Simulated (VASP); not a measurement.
Here is a VASP 6.6.1 calculation.

The input INCAR:

```
PREC     = Accurate       # precision mode
ENCUT    = 600            # plane-wave cutoff, eV
EDIFF    = 1E-6           # SCF threshold, eV
ISMEAR   = 0              # smearing method
SIGMA    = 0.2            # smearing width, eV
LREAL    = False          # projectors in reciprocal space
LASPH    = True           # aspherical terms in the spheres
NELM     = 100            # most SCF steps
ALGO     = Fast           # electronic algorithm
ISIF     = 3              # what is computed and relaxed
LWAVE    = False          # write WAVECAR
LCHARG   = False          # write CHGCAR
GGA      = PE             # functional
IBRION   = 2              # ionic algorithm
NSW      = 80             # ionic steps
EDIFFG   = -0.025         # ionic threshold
```

Contents of KPOINTS:

```
Automatic mesh
0
Gamma
  6 6 4
```

POSCAR

```
Al
1.0
   -0.0182181032      4.0739282417     -0.0459235867
   -1.3592909095     -2.0789686471      4.3384127491
    5.6822529921     -0.0254668555      0.0692286231
Al
6
Direct
   -0.0290235019     -0.0204758006     -0.0108183720
    0.9970124948     -0.0200954707      0.4737591720
    0.3192866829      0.6625136990      0.1846673815
    0.3533177849      0.6718047690      0.6626241007
    0.7057206303      0.3501017606      0.3531434884
    0.6536859089      0.3561510427      0.8366242294
```

Potentials or basis: VASP PAW PBE potentials, release 64 (Al).

Launch:

```bash
$ cat potpaw_PBE.64/Al/POTCAR > POTCAR
$ mpirun -np 1 vasp_std > vasp.out
```

(1) Predict the space group after relaxing (to 0.1 Å).

(2) Estimate the relaxed volume.

Answers

(1) Immm (No. 71).

(2) 16.49 Å³/atom.
